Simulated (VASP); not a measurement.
# KCl in VASP: a series of runs

The runs below take KCl through single point, with PBEsol.

Program: VASP 6.6.1. These are calculated values, not measurements. Logs are shortened: lines on timing, memory, paths and dates and some standing lists are left out, and cuts for length are marked.

### 1 The cell of the first run

Symmetry: Fm-3m, No. 225, cubic system. The conventional cell has a = 6.354 Å, b = 6.354 Å, c = 6.354 Å, α = 90.00°, β = 90.00°, γ = 90.00°. K (site symmetry m-3m) has 6 Cl at 3.18 Å within 4.2 Å. Within 4.2 Å of Cl (site symmetry m-3m) lie 6 K at 3.18 Å.

### 2 Single point, PBEsol (strained)

Contents of INCAR:

```
SYSTEM = KCl
PREC = Accurate
ENCUT = 520
EDIFF = 1E-6
ISMEAR = 0
SIGMA = 0.02
LREAL = .False.
LASPH = .True.
NELM = 60
ALGO = Normal
ISIF = 2
LWAVE = .False.
LCHARG = .True.
GGA = PS
LELF = .True.
LVHAR = .True.
NBANDS = 15
```

Contents of KPOINTS:

```
Automatic mesh
0
Gamma
  6 6 6
  0 0 0
```

Contents of POSCAR:

```
KCl
1.0
    0.0000000000      3.1771196260      3.1771196260
    3.1771196260      0.0000000000      3.1771196260
    3.1771196260      3.1771196260      0.0000000000
K Cl
1 1
Direct
    0.0000000000      0.0000000000      0.0000000000
    0.5000000000      0.5000000000      0.5000000000
```

Potentials or basis: VASP PAW PBE potentials, release 64 (K_sv, Cl).

Command:

```console
$ cat potpaw_PBE.64/K_sv/POTCAR potpaw_PBE.64/Cl/POTCAR > POTCAR
$ mpirun -np 1 vasp_std > vasp.out
```

OUTCAR:

```text
SYSTEM = KCl
   PREC = Accurate
   ENCUT = 520
   EDIFF = 1E-6
   ISMEAR = 0
   LREAL = .False.
   LASPH = .True.
   NELM = 60
   ISIF = 2
   GGA = PS

 ion  position               nearest neighbor table
   1  0.000  0.000  0.000-   2 3.18   2 3.18   2 3.18   2 3.18   2 3.18   2 3.18
   2  0.500  0.500  0.500-   1 3.18   1 3.18   1 3.18   1 3.18   1 3.18   1 3.18

  LATTYP: Found a face centered cubic cell.
 ALAT       =     6.3542392520

  Lattice vectors:

 A1 = (   0.0000000000,   3.1771196260,   3.1771196260)
 A2 = (   3.1771196260,   0.0000000000,   3.1771196260)
 A3 = (   3.1771196260,   3.1771196260,   0.0000000000)

Analysis of symmetry for initial positions (statically):
=====================================================================
 Subroutine PRICEL returns:
 Original cell was already a primitive cell.

 Routine SETGRP: Setting up the symmetry group for a
 face centered cubic supercell.

 Subroutine GETGRP returns: Found 48 space group operations
 (whereof 48 operations were pure point group operations)
 out of a pool of 48 trial point group operations.

The static configuration has the point symmetry O_h .

Analysis of symmetry for dynamics (positions and initial velocities):
=====================================================================
 Subroutine PRICEL returns:
 Original cell was already a primitive cell.

 Routine SETGRP: Setting up the symmetry group for a
 face centered cubic supercell.

 Subroutine GETGRP returns: Found 48 space group operations
 (whereof 48 operations were pure point group operations)
 out of a pool of 48 trial point group operations.

The dynamic configuration has the point symmetry O_h .

 Subroutine INISYM returns: Found 48 space group operations
 (whereof 48 operations are pure point group operations),
 and found     1 'primitive' translations

----------------------------------------------------------------------------------------

                                     Primitive cell

  volume of cell :      64.1403

  direct lattice vectors                    reciprocal lattice vectors
     0.000000000  3.177119626  3.177119626    -0.157375251  0.157375251  0.157375251
     3.177119626  0.000000000  3.177119626     0.157375251 -0.157375251  0.157375251
     3.177119626  3.177119626  0.000000000     0.157375251  0.157375251 -0.157375251

  length of vectors
     4.493125664  4.493125664  4.493125664     0.272581931  0.272581931  0.272581931

  position of ions in fractional coordinates (direct lattice)
     0.000000000  0.000000000  0.000000000
     0.500000000  0.500000000  0.500000000

  ion indices of the primitive-cell ions
   primitive index   ion index
                 1           1
                 2           2
[... 77 lines left out ...]
   EFERMI =   0.00;   METHOD = LEGACY
   ISMEAR =     0;   SIGMA  =   0.02  broadening in eV -4-tet -1-fermi 0-gaus
   EFERMI_NEDOS =   21; number of points for ismear=-14 and -15
   IALGO  =     38    algorithm
   IMIX   =      4    mixing-type and parameters
     AMIX     =   0.40;   BMIX     =  1.00
     AMIX_MAG =   1.60;   BMIX_MAG =  1.00
  volume/ion in A,a.u.               =      32.07       216.42
  Fermi-wavevector in a.u.,A,eV,Ry     =   1.030555  1.947467 14.449986  1.062044
  Thomas-Fermi vector in A             =   2.164659
   LORBIT       =      0    0 simple, 1 ext, 2 COOP (PROOUT), +10 PAW based schemes
   GGA     = PS    functional components
   LHFCALC =     F    Hartree Fock is set to
   AEXX    =    0.0000 exact exchange contribution
   IVDW    =     0    specifies the selected vdW correction
   LEPSILON=     F    determine dielectric tensor
   LRPA    =     F    only Hartree local field effects (RPA)
 non-spin polarized calculation
 Gauss-broadening in eV      SIGMA  =   0.02
  energy-cutoff  :      520.00
  volume of cell :       64.14
 maximum number of plane-waves:      1759
 NGX is ok and might be reduce to    36
   NGX = 17   NGY = 17   NGZ = 17

 number of electron      15.9999998 magnetization

 Free energy of the ion-electron system (eV)
  ---------------------------------------------------
  ext. energy  EPLUGINS =         0.00000000
  ---------------------------------------------------
  free energy    TOTEN  =        -7.01556699 eV

  energy without entropy =       -7.01556699  energy(sigma->0) =       -7.01556699

 E-fermi :  -1.8417     XC(G=0):  -7.5948

 val. band max:       -2.0169721522   @ k =   0.0000   0.0000   0.0000
 cond. band min:       2.9157093103   @ k =   0.0000   0.0000   0.0000
 fundamental gap:      4.9326814625
 Fermi energy:        -1.8416532778

 k-point     1 :       0.0000    0.0000    0.0000
  band No.  band energies     occupation
      1     -29.1335      2.00000
      2     -14.0754      2.00000
      3     -12.6589      2.00000
      4     -12.6589      2.00000
      5     -12.6589      2.00000
      6      -2.0170      2.00000
      7      -2.0170      2.00000
      8      -2.0170      2.00000
      9       2.9157      0.00000
     10       6.2654      0.00000
     11       6.2654      0.00000
     12       6.2654      0.00000
     13       7.1328      0.00000
     14       7.1328      0.00000
[... 257 lines left out ...]
      2     -14.0480      2.00000
      3     -12.7703      2.00000
      4     -12.7304      2.00000
      5     -12.6090      2.00000
      6      -2.5861      2.00000
      7      -2.4288      2.00000
      8      -2.3731      2.00000
      9       5.1092      0.00000
     10       6.6962      0.00000
     11       6.8162      0.00000
     12       7.9548      0.00000
     13       8.7835      0.00000
     14       9.5737      0.00000
     15      10.0592      0.00000

------------------------ aborting loop because EDIFF is reached ----------------------------------------

  FORCE on cell =-STRESS in cart. coord.  units (eV):
  Direction    XX          YY          ZZ          XY          YZ          ZX
  --------------------------------------------------------------------------------------
  -------------------------------------------------------------------------------------
  Total       -0.3301002     -0.3301002     -0.3301002      0.0000000     -0.0000000      0.0000000
  in kB       -8.2456658     -8.2456658     -8.2456658      0.0000000     -0.0000000      0.0000000
  external PRESSURE =      -8.2456658 kB  Pullay stress =       0.0000000 kB

 VOLUME and BASIS-vectors are now :
 -----------------------------------------------------------------------------
  energy-cutoff  :      520.00
  volume of cell :       64.14
      direct lattice vectors                 reciprocal lattice vectors
     0.000000000  3.177119626  3.177119626    -0.157375251  0.157375251  0.157375251
     3.177119626  0.000000000  3.177119626     0.157375251 -0.157375251  0.157375251
     3.177119626  3.177119626  0.000000000     0.157375251  0.157375251 -0.157375251

 POSITION                                       TOTAL-FORCE (eV/Angst)
 -----------------------------------------------------------------------------------
      0.00000      0.00000      0.00000        -0.000000     -0.000000     -0.000000
      3.17712      3.17712      3.17712         0.000000      0.000000      0.000000
 -----------------------------------------------------------------------------------
    total drift:                                0.000000      0.000000      0.000000

  FREE ENERGIE OF THE ION-ELECTRON SYSTEM (eV)
  ---------------------------------------------------
  free  energy   TOTEN  =        -7.0155669866 eV

  energy  without entropy=       -7.0155669866  energy(sigma->0) =       -7.01556699
```

OSZICAR:

```text
N       E                     dE             d eps       ncg     rms          rms(c)
DAV:   1     0.106331315067E+03    0.10633E+03   -0.69800E+03   480   0.945E+02
DAV:   2    -0.281411915529E+00   -0.10661E+03   -0.96772E+02   620   0.242E+02
DAV:   3    -0.699962396176E+01   -0.67182E+01   -0.66795E+01   634   0.534E+01
DAV:   4    -0.726960024741E+01   -0.26998E+00   -0.26992E+00   749   0.963E+00
DAV:   5    -0.727194817992E+01   -0.23479E-02   -0.23479E-02   662   0.964E-01    0.307E+00
DAV:   6    -0.701825519162E+01    0.25369E+00   -0.35945E-01   585   0.315E+00    0.251E+00
DAV:   7    -0.700386311586E+01    0.14392E-01   -0.80569E-02   634   0.167E+00    0.146E+00
DAV:   8    -0.701437080147E+01   -0.10508E-01   -0.16271E-02   642   0.915E-01    0.190E-01
DAV:   9    -0.701499205578E+01   -0.62125E-03   -0.84774E-04   613   0.185E-01    0.921E-02
DAV:  10    -0.701555326199E+01   -0.56121E-03   -0.54406E-04   522   0.145E-01    0.230E-02
DAV:  11    -0.701556379620E+01   -0.10534E-04   -0.25811E-05   627   0.312E-02    0.161E-02
DAV:  12    -0.701556697610E+01   -0.31799E-05   -0.83593E-06   557   0.152E-02    0.661E-03
DAV:  13    -0.701556698655E+01   -0.10455E-07   -0.66645E-07   443   0.551E-03
   1 F= -.70155670E+01 E0= -.70155670E+01  d E =-.665528E-37
```

Run time: 20 s. Hardware: 1 thread of AMD EPYC 7R13, shared host; peak memory 0.2 GiB.

What came out:

| Quantity | Value |
| --- | --- |
| Free energy | -7.0156 eV |
| Pressure | -0.8 GPa |
| Band gap on the k mesh | 4.93 eV, direct |

Levels at points of the mesh, in eV from the valence-band top:
| k point | band 5 | band 6 | band 7 | band 8 | band 9 | band 10 | band 11 | band 12 |
| --- | --- | --- | --- | --- | --- | --- | --- | --- |
| (0.00, 0.00, 0.00) | -10.64 | 0.00 | 0.00 | 0.00 | 4.93 | 8.28 | 8.28 | 8.28 |
| (0.50, 0.00, 0.00) | -10.42 | -1.03 | -0.31 | -0.31 | 7.35 | 8.38 | 10.39 | 10.39 |
| (0.50, 0.50, 0.00) | -10.69 | -0.66 | -0.22 | -0.22 | 6.43 | 8.10 | 9.74 | 10.13 |

Caveat: the cell differs from its parent crystal (strained); the PAW data sets were made with another functional, which shifts forces and pressure a little.

### 3 Single point, PBEsol (strained)

Contents of INCAR:

```
SYSTEM = KCl
PREC     = Accurate       ! precision mode
ENCUT    = 520            ! plane-wave cutoff, eV
EDIFF    = 1E-6           ! SCF threshold, eV
ISMEAR   = 0              ! smearing method
SIGMA    = 0.02           ! smearing width, eV
LREAL    = .False.        ! projectors in reciprocal space
LASPH    = .True.         ! aspherical terms in the spheres
NELM     = 100            ! most SCF steps
ALGO     = Normal         ! electronic algorithm
ISIF     = 2              ! what is computed and relaxed
LWAVE    = .False.        ! write WAVECAR
LCHARG   = .False.        ! write CHGCAR
GGA      = PS             ! functional
NBANDS   = 15             ! bands
```

Contents of KPOINTS:

```
regular mesh
0
Gamma
  6 6 6
  0 0 0
```

Contents of POSCAR:

```
KCl
1.0
    0.0000000000      3.1856726570      3.1856726570
    3.1856726570      0.0000000000      3.1856726570
    3.1856726570      3.1856726570      0.0000000000
K Cl
1 1
Direct
    0.0000000000      0.0000000000      0.0000000000
    0.5000000000      0.5000000000      0.5000000000
```

Potentials or basis: VASP PAW PBE potentials, release 64 (K_sv, Cl).

Command:

```console
$ cat potpaw_PBE.64/K_sv/POTCAR potpaw_PBE.64/Cl/POTCAR > POTCAR
$ mpirun -np 1 vasp_std > vasp.out
```

Run time: 21 s. Hardware: 1 thread of AMD EPYC 7R13, shared host; peak memory 0.2 GiB.

Results (log left out):

```
Free energy            : -7.0128 eV
Pressure               : -0.9 GPa
Band gap on the k mesh : 4.91 eV, direct
```

Levels at points of the mesh, in eV from the valence-band top:
```
           k point  band 4  band 5  band 6  band 7  band 8  band 9  band 10  band 11  band 12  band 13
(0.00, 0.00, 0.00)  -10.66  -10.66    0.00    0.00    0.00    4.91     8.28     8.28     8.28     9.14
(0.50, 0.00, 0.00)  -10.67  -10.44   -1.02   -0.30   -0.30    7.33     8.34    10.36    10.36    11.17
(0.50, 0.50, 0.00)  -10.71  -10.71   -0.65   -0.22   -0.22    6.44     8.07     9.70    10.11    10.42
```

Caveat: the cell differs from its parent crystal (strained); the PAW data sets were made with another functional, which shifts forces and pressure a little.

(Part 1 of 2 ends here.)
